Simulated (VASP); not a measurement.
# BeS (f.bd3) (F-43m) in VASP: further runs

Runs on BeS (f.bd3). Level: PBE+D3(BJ). Tasks: single point, relaxation of cell and atoms.

Program: VASP 6.6.1. These are calculated values, not measurements. Logs are shortened: lines on timing, memory, paths and dates and some standing lists are left out, and cuts for length are marked.

### Step 1. The cell of the first run

The structure is cubic, space group F-43m (No. 216). The conventional cell has a = 4.840 Å, b = 4.840 Å, c = 4.840 Å, α = 90.00°, β = 90.00°, γ = 90.00°. Be (site symmetry -43m) has 4 S at 2.10 Å within 2.8 Å. S (site symmetry -43m) has 4 Be at 2.10 Å within 2.8 Å.

### Step 2. Single point, PBE+D3(BJ)

INCAR

```
SYSTEM = BeS
PREC = Accurate ; ENCUT = 600
EDIFF = 1E-6 ; ISMEAR = 0
SIGMA = 0.1 ; LREAL = .FALSE.
LASPH = .TRUE. ; NELM = 120
ALGO = Normal ; ISIF = 2
LWAVE = .FALSE. ; LCHARG = .TRUE.
GGA = PE ; IVDW = 12
LELF = .TRUE. ; LVHAR = .TRUE.
NBANDS = 11 ; GGA_COMPAT = .FALSE.
```

KPOINTS

```
regular mesh
0
G
  6 6 6
  0 0 0
```

POSCAR

```
BeS
1.0
    0.0000000000      2.4200000000      2.4200000000
    2.4200000000      0.0000000000      2.4200000000
    2.4200000000      2.4200000000      0.0000000000
Be S
1 1
Direct
    0.0000000000      0.0000000000      0.0000000000
    0.2500000000      0.2500000000      0.2500000000
```

Potentials or basis: VASP PAW PBE potentials, release 64 (Be, S).

Command:

```bash
$ cat potpaw_PBE.64/Be/POTCAR potpaw_PBE.64/S/POTCAR > POTCAR
$ mpirun -np 1 vasp_std > vasp.out
```

OUTCAR:

```text
SYSTEM = BeS
   PREC = Accurate
   ENCUT = 600
   EDIFF = 1E-6
   ISMEAR = 0
   LREAL = .FALSE.
   LASPH = .TRUE.
   NELM = 120
   ISIF = 2
   GGA = PE
   IVDW = 12
 IVDW          = 12

 ion  position               nearest neighbor table
   1  0.000  0.000  0.000-   2 2.10   2 2.10   2 2.10   2 2.10
   2  0.250  0.250  0.250-   1 2.10   1 2.10   1 2.10   1 2.10

  LATTYP: Found a face centered cubic cell.
 ALAT       =     4.8400000000

  Lattice vectors:

 A1 = (   0.0000000000,   2.4200000000,   2.4200000000)
 A2 = (   2.4200000000,   0.0000000000,   2.4200000000)
 A3 = (   2.4200000000,   2.4200000000,   0.0000000000)

Analysis of symmetry for initial positions (statically):
=====================================================================
 Subroutine PRICEL returns:
 Original cell was already a primitive cell.

 Routine SETGRP: Setting up the symmetry group for a
 face centered cubic supercell.

 Subroutine GETGRP returns: Found 24 space group operations
 (whereof 24 operations were pure point group operations)
 out of a pool of 48 trial point group operations.

The static configuration has the point symmetry T_d .

Analysis of symmetry for dynamics (positions and initial velocities):
=====================================================================
 Subroutine PRICEL returns:
 Original cell was already a primitive cell.

 Routine SETGRP: Setting up the symmetry group for a
 face centered cubic supercell.

 Subroutine GETGRP returns: Found 24 space group operations
 (whereof 24 operations were pure point group operations)
 out of a pool of 48 trial point group operations.

The dynamic configuration has the point symmetry T_d .

 Subroutine INISYM returns: Found 24 space group operations
 (whereof 24 operations are pure point group operations),
 and found     1 'primitive' translations

----------------------------------------------------------------------------------------

                                     Primitive cell

  volume of cell :      28.3450

  direct lattice vectors                    reciprocal lattice vectors
     0.000000000  2.420000000  2.420000000    -0.206611570  0.206611570  0.206611570
     2.420000000  0.000000000  2.420000000     0.206611570 -0.206611570  0.206611570
     2.420000000  2.420000000  0.000000000     0.206611570  0.206611570 -0.206611570

  length of vectors
     3.422396821  3.422396821  3.422396821     0.357861737  0.357861737  0.357861737

  position of ions in fractional coordinates (direct lattice)
     0.000000000  0.000000000  0.000000000
     0.250000000  0.250000000  0.250000000

  ion indices of the primitive-cell ions
   primitive index   ion index
                 1           1
                 2           2

----------------------------------------------------------------------------------------

 KPOINTS: regular mesh

Automatic generation of k-mesh.
 Grid dimensions read from file:
 generate k-points for:    6    6    6

 Generating k-lattice:

  Cartesian coordinates                     Fractional coordinates (reciprocal lattice)
    -0.034435262  0.034435262  0.034435262     0.166666667  0.000000000  0.000000000
     0.034435262 -0.034435262  0.034435262     0.000000000  0.166666667  0.000000000
     0.034435262  0.034435262 -0.034435262     0.000000000  0.000000000  0.166666667

  Length of vectors
     0.059643623  0.059643623  0.059643623

  Shift w.r.t. Gamma in fractional coordinates (k-lattice)
     0.000000000  0.000000000  0.000000000

 Subroutine IBZKPT returns following result:
 ===========================================

 Found     16 irreducible k-points:

 Following reciprocal coordinates:
            Coordinates               Weight
  0.000000  0.000000  0.000000      1.000000
  0.166667  0.000000  0.000000      8.000000
  0.333333  0.000000  0.000000      8.000000
  0.500000  0.000000  0.000000      4.000000
  0.166667  0.166667  0.000000      6.000000
  0.333333  0.166667  0.000000     24.000000
[... 8 lines left out ...]
 -0.333333  0.333333  0.166667     24.000000
 -0.333333  0.500000  0.166667     12.000000
   k-points           NKPTS =     16   k-points in BZ     NKDIM =     16   number of bands    NBANDS=     11
   number of dos      NEDOS =    301   number of ions     NIONS =      2
   total plane-waves  NPLWV =  21952
   dimension x,y,z NGX =    28 NGY =   28 NGZ =   28
   dimension x,y,z NGXF=    56 NGYF=   56 NGZF=   56
   ions per type =               1   1
   NGX,Y,Z   is equivalent  to a cutoff of  13.60, 13.60, 13.60 a.u.
   NGXF,Y,Z  is equivalent  to a cutoff of  27.20, 27.20, 27.20 a.u.
 SYSTEM =  BeS
   PREC   = accura    normal or accurate (medium, high low for compatibility)
   ISTART =      0    job   : 0-new  1-cont  2-samecut
   ICHARG =      2    charge: 1-file 2-atom 10-const
   ISPIN  =      1    spin polarized calculation?
   LNONCOLLINEAR =      F non collinear calculations
   LSORBIT =      F    spin-orbit coupling
[... 61 lines left out ...]
      2       4.2408      2.00000
      3       4.2408      2.00000
      4       4.2408      2.00000
      5       9.9067      0.00000
      6       9.9067      0.00000
      7       9.9067      0.00000
      8      10.1794      0.00000
      9      17.0656      0.00000
     10      17.0656      0.00000
     11      19.1608      0.00000

 k-point     2 :       0.1667    0.0000    0.0000
  band No.  band energies     occupation
      1      -9.1803      2.00000
      2       2.3396      2.00000
      3       3.9114      2.00000
      4       3.9114      2.00000
      5       9.8484      0.00000
      6      10.4767      0.00000
      7      10.4767      0.00000
      8      12.1547      0.00000
      9      16.1429      0.00000
     10      16.1429      0.00000
     11      18.8355      0.00000

 k-point     3 :       0.3333    0.0000    0.0000
  band No.  band energies     occupation
      1      -8.3972      2.00000
      2      -0.3494      2.00000
      3       3.4041      2.00000
      4       3.4041      2.00000
      5       9.7806      0.00000
      6      10.9017      0.00000
      7      10.9017      0.00000
      8      14.6846      0.00000
      9      16.8890      0.00000
     10      16.8890      0.00000
     11      18.5395      0.00000

 k-point     4 :       0.5000    0.0000    0.0000
  band No.  band energies     occupation
      1      -7.8657      2.00000
      2      -1.5874      2.00000
      3       3.1979      2.00000
      4       3.1979      2.00000
      5       9.7420      0.00000
      6      10.8008      0.00000
      7      10.8008      0.00000
      8      15.4782      0.00000
      9      19.2088      0.00000
     10      19.2088      0.00000
     11      19.4889      0.00000

 k-point     5 :       0.1667    0.1667    0.0000
  band No.  band energies     occupation
      1      -9.0761      2.00000
      2       2.7010      2.00000
      3       3.3009      2.00000
      4       3.3009      2.00000
      5       9.2258      0.00000
      6      11.4962      0.00000
      7      11.4962      0.00000
      8      11.5550      0.00000
      9      14.6776      0.00000
     10      17.6611      0.00000
     11      20.2100      0.00000
[... 99 lines left out ...]
 k-point    13 :       0.5000    0.5000    0.0000
  band No.  band energies     occupation
      1      -7.3168      2.00000
      2      -0.8107      2.00000
      3       1.5779      2.00000
      4       1.5779      2.00000
      5       7.3367      0.00000
      6       9.1526      0.00000
      7      17.0733      0.00000
      8      17.0733      0.00000
      9      19.8832      0.00000
     10      20.6501      0.00000
     11      21.1876      0.00000

 k-point    14 :       0.5000    0.3333    0.1667
  band No.  band energies     occupation
      1      -7.8186      2.00000
      2      -0.1715      2.00000
      3       1.2258      2.00000
      4       2.3131      2.00000
      5      10.0069      0.00000
      6      11.2716      0.00000
      7      12.0896      0.00000
      8      14.5716      0.00000
      9      16.9134      0.00000
     10      18.9002      0.00000
     11      20.9806      0.00000

 k-point    15 :      -0.3333    0.3333    0.1667
  band No.  band energies     occupation
      1      -7.4311      2.00000
      2      -0.6579      2.00000
      3       0.7733      2.00000
      4       1.8328      2.00000
      5      10.4215      0.00000
      6      11.2876      0.00000
      7      13.7427      0.00000
      8      14.5367      0.00000
      9      15.5077      0.00000
     10      19.7711      0.00000
     11      20.6601      0.00000

 k-point    16 :      -0.3333    0.5000    0.1667
  band No.  band energies     occupation
      1      -7.2748      2.00000
      2      -0.3882      2.00000
      3       0.7957      2.00000
      4       1.0208      2.00000
      5       9.3891      0.00000
      6      10.9155      0.00000
      7      14.3011      0.00000
      8      14.7624      0.00000
      9      18.7465      0.00000
     10      18.7960      0.00000
     11      21.2970      0.00000

------------------------ aborting loop because EDIFF is reached ----------------------------------------

 Edisp (eV)   -0.60670

 E8    (eV) :    -0.2175

  FORCE on cell =-STRESS in cart. coord.  units (eV):
  Direction    XX          YY          ZZ          XY          YZ          ZX
  --------------------------------------------------------------------------------------
  -------------------------------------------------------------------------------------
  Total      -0.24175    -0.24175    -0.24175    -0.00000     0.00000    -0.00000
  in kB     -13.66495   -13.66495   -13.66495    -0.00000     0.00000    -0.00000
  external pressure =      -13.66 kB  Pullay stress =        0.00 kB

 VOLUME and BASIS-vectors are now :
 -----------------------------------------------------------------------------
  energy-cutoff  :      600.00
  volume of cell :       28.34
      direct lattice vectors                 reciprocal lattice vectors
     0.000000000  2.420000000  2.420000000    -0.206611570  0.206611570  0.206611570
     2.420000000  0.000000000  2.420000000     0.206611570 -0.206611570  0.206611570
     2.420000000  2.420000000  0.000000000     0.206611570  0.206611570 -0.206611570

 POSITION                                       TOTAL-FORCE (eV/Angst)
 -----------------------------------------------------------------------------------
      0.00000      0.00000      0.00000        -0.000000     -0.000000     -0.000000
      1.21000      1.21000      1.21000         0.000000      0.000000      0.000000
 -----------------------------------------------------------------------------------
    total drift:                               -0.000000     -0.000000      0.000000

  FREE ENERGIE OF THE ION-ELECTRON SYSTEM (eV)
  ---------------------------------------------------
  free  energy   TOTEN  =       -10.6130928708 eV

  energy  without entropy=      -10.6130928708  energy(sigma->0) =      -10.61309287
```

Run time: 10 s. Hardware: 1 thread of Intel Xeon 8259CL, shared host; peak memory 0.16 GiB.

Results:

| Property | Result |
| --- | --- |
| Free energy | -10.6131 eV |
| Pressure | -1.4 GPa |
| Band gap on the k mesh | 3.10 eV, indirect (least direct gap 5.67 eV) |
| Dispersion energy per atom | -0.303 eV |

### Step 3. Single point, PBE+D3(BJ)

This run uses another cell than the first one, of 13.96 Å³/atom, 0.985 times its volume.

INCAR

```
ALGO     = Normal         # electronic algorithm
EDIFF    = 1E-6           # SCF threshold, eV
ENCUT    = 600            # plane-wave cutoff, eV
GGA      = PE             # functional
GGA_COMPAT= False        
ISIF     = 2              # what is computed and relaxed
ISMEAR   = 0              # smearing method
IVDW     = 12             # dispersion correction
LASPH    = True           # aspherical terms in the spheres
LCHARG   = False          # write CHGCAR
LREAL    = False          # projectors in reciprocal space
LWAVE    = False          # write WAVECAR
NBANDS   = 11             # bands
NELM     = 120            # most SCF steps
PREC     = Accurate       # precision mode
SIGMA    = 0.02           # smearing width, eV
```

KPOINTS

```
k-points
0
Gamma
  8 8 8
```

POSCAR

```
BeS
1.0
    0.0000000000      2.4077235815      2.4077235815
    2.4077235815      0.0000000000      2.4077235815
    2.4077235815      2.4077235815      0.0000000000
Be S
1 1
Direct
    0.0000000000      0.0000000000      0.0000000000
    0.2500000000      0.2500000000      0.2500000000
```

Potentials or basis: VASP PAW PBE potentials, release 64 (Be, S).

Command:

```bash
$ cat potpaw_PBE.64/Be/POTCAR potpaw_PBE.64/S/POTCAR > POTCAR
$ mpirun -np 1 vasp_std > vasp.out
```

It took 14 s on 1 thread of Intel Xeon 8259CL, shared host; peak memory 0.16 GiB.

It converged, with:

```
Free energy                : -10.6176 eV
Pressure                   : 0.1 GPa
Band gap on the k mesh     : 3.06 eV, indirect (least direct gap 5.66 eV)
Dispersion energy per atom : -0.308 eV
```

Levels at points of the mesh, in eV from the valence-band top:
| k point | band 1 | band 2 | band 3 | band 4 | band 5 | band 6 | band 7 | band 8 |
| --- | --- | --- | --- | --- | --- | --- | --- | --- |
| (0.00, 0.00, 0.00) | -13.84 | 0.00 | 0.00 | 0.00 | 5.66 | 5.66 | 5.66 | 6.07 |
| (0.50, 0.00, 0.00) | -12.17 | -5.93 | -1.06 | -1.06 | 5.56 | 6.56 | 6.56 | 11.31 |
| (0.50, 0.50, 0.00) | -11.60 | -5.13 | -2.72 | -2.72 | 3.06 | 4.90 | 12.96 | 12.96 |

A k mesh can miss the band edges. A hybrid or GW would open this gap; PBE tends to underestimate it.

### Step 4. Single point, PBE+D3(BJ)

This run uses another cell than the first one, of 13.96 Å³/atom, 0.985 times its volume.

INCAR

```
SYSTEM = BeS
PREC     = Accurate       ! precision mode
ENCUT    = 600            ! plane-wave cutoff, eV
EDIFF    = 1E-6           ! SCF threshold, eV
ISMEAR   = 0              ! smearing method
SIGMA    = 0.02           ! smearing width, eV
LREAL    = .False.        ! projectors in reciprocal space
LASPH    = .True.         ! aspherical terms in the spheres
NELM     = 120            ! most SCF steps
ALGO     = Normal         ! electronic algorithm
ISIF     = 2              ! what is computed and relaxed
LWAVE    = .False.        ! write WAVECAR
LCHARG   = .False.        ! write CHGCAR
GGA      = PE             ! functional
IVDW     = 12             ! dispersion correction
NBANDS   = 11             ! bands
GGA_COMPAT= .False.
```

KPOINTS

```
Automatic mesh
0
Gamma
  8 8 8
  0 0 0
```

POSCAR is that of step 3.

Command:

```bash
$ cat potpaw_PBE.64/Be/POTCAR potpaw_PBE.64/S/POTCAR > POTCAR
$ mpirun -np 1 vasp_std > vasp.out
```

It took 16 s on 1 thread of Intel Xeon 8259CL, shared host; peak memory 0.16 GiB.

The run converged. Its results:

| Property | Result |
| --- | --- |
| Free energy | -10.6176 eV |
| Pressure | 0.1 GPa |
| Band gap on the k mesh | 3.06 eV, indirect (least direct gap 5.66 eV) |
| Dispersion energy per atom | -0.308 eV |

Levels at points of the mesh, in eV from the valence-band top:
```csv
k point,band 1,band 2,band 3,band 4,band 5,band 6,band 7,band 8,band 9
"(0.00, 0.00, 0.00)",-13.84,0.00,0.00,0.00,5.66,5.66,5.66,6.07,12.86
"(0.50, 0.00, 0.00)",-12.17,-5.93,-1.06,-1.06,5.56,6.56,6.56,11.31,15.04
"(0.50, 0.50, 0.00)",-11.60,-5.13,-2.72,-2.72,3.06,4.90,12.96,12.96,15.85
```

A k mesh can miss the band edges.

### Step 5. Relaxation of cell and atoms, PBE+D3(BJ)

INCAR

```
ALGO = Normal
EDIFF = 1E-7
EDIFFG = -0.002
ENCUT = 600
GGA = PE
GGA_COMPAT = False
IBRION = 2
ISIF = 3
ISMEAR = 0
IVDW = 12
LASPH = True
LCHARG = False
LREAL = False
LWAVE = False
NELM = 120
NELMIN = 4
NSW = 100
PREC = Accurate
SIGMA = 0.02
```

KPOINTS

```
k-points
0
Gamma
  8 8 8
```

POSCAR

```
BeS
1.0
    0.0000000000      2.4200000000      2.4200000000
    2.4200000000      0.0000000000      2.4200000000
    2.4200000000      2.4200000000      0.0000000000
Be S
1 1
Direct
    0.0000000000      0.0000000000      0.0000000000
    0.2500000000      0.2500000000      0.2500000000
```

Command:

```bash
$ cat potpaw_PBE.64/Be/POTCAR potpaw_PBE.64/S/POTCAR > POTCAR
$ mpirun -np 1 vasp_std > vasp.out
```

Run time: 34 s. Hardware: 1 thread of Intel Xeon 8259CL, shared host; peak memory 0.16 GiB.

The run converged. Its results:

```yaml
Free_energy: -10.6177 eV
Relaxed_volume: 13.97 Å³/atom
Relaxed_cell: a = 3.406 Å, b = 3.406 Å, c = 3.406 Å, α = 60.00°, β = 60.00°, γ = 60.00°
Space_group_after_relaxing_to_0.05_Å: F-43m (No. 216)
Energy_gained_by_relaxing: 0.9 meV/atom
Ionic_steps: 3
Pressure_after_relaxing: 0.0 GPa
Band_gap_on_the_k_mesh: 3.06 eV, indirect (least direct gap 5.66 eV)
Dispersion_energy_per_atom: -0.308 eV
```

Step by step:
```
step  energy change (eV)  largest force (eV/Å)  pressure (GPa)  volume (Å³)
   1              0.0000                0.0000           -1.41        28.34
   2             -0.0017                0.0000            0.36        27.84
   3             -0.0018                0.0000            0.00        27.93
```

Final structure:
```
Be S
1.0
     0.00000    2.40826    2.40826
     2.40826    0.00000    2.40826
     2.40826    2.40826    0.00000
Be S
1 1
Direct
  0.00000 0.00000 0.00000
  0.25000 0.25000 0.25000
```

Levels at points of the mesh, in eV from the valence-band top:
```
           k point  band 1  band 2  band 3  band 4  band 5  band 6  band 7  band 8
(0.00, 0.00, 0.00)  -13.83    0.00    0.00    0.00    5.66    5.66    5.66    6.06
(0.50, 0.00, 0.00)  -12.17   -5.92   -1.06   -1.06    5.55    6.56    6.56   11.31
(0.50, 0.50, 0.00)  -11.60   -5.13   -2.71   -2.71    3.06    4.90   12.95   12.95
```

A k mesh can miss the band edges. Expect the measured gap to be larger: semilocal functionals such as PBE lack the derivative discontinuity.

### Step 6. The runs side by side

| task | cell | k mesh | smearing | gap on the mesh (eV) | pressure (GPa) |
| --- | --- | --- | --- | --- | --- |
| single point | a = 3.422 Å, angles 60.0°, 2 atoms | 6 × 6 × 6 | gaussian 0.1 eV | 3.10 | -1.4 |
| single point | a = 3.405 Å, angles 60.0°, 2 atoms | 8 × 8 × 8 | gaussian 0.02 eV | 3.06 | 0.1 |
| relaxation of cell and atoms | relaxed from a = 3.422 Å, angles 60.0°, 2 atoms | 8 × 8 × 8 | gaussian 0.02 eV | 3.06 | 0.0 |

Alike in all rows: level PBE+D3(BJ); potentials or basis VASP PAW PBE potentials, release 64 (Be, S); no spin polarisation; cutoff (eV) 600.

Absolute energies hang on the potentials; compare differences alone.
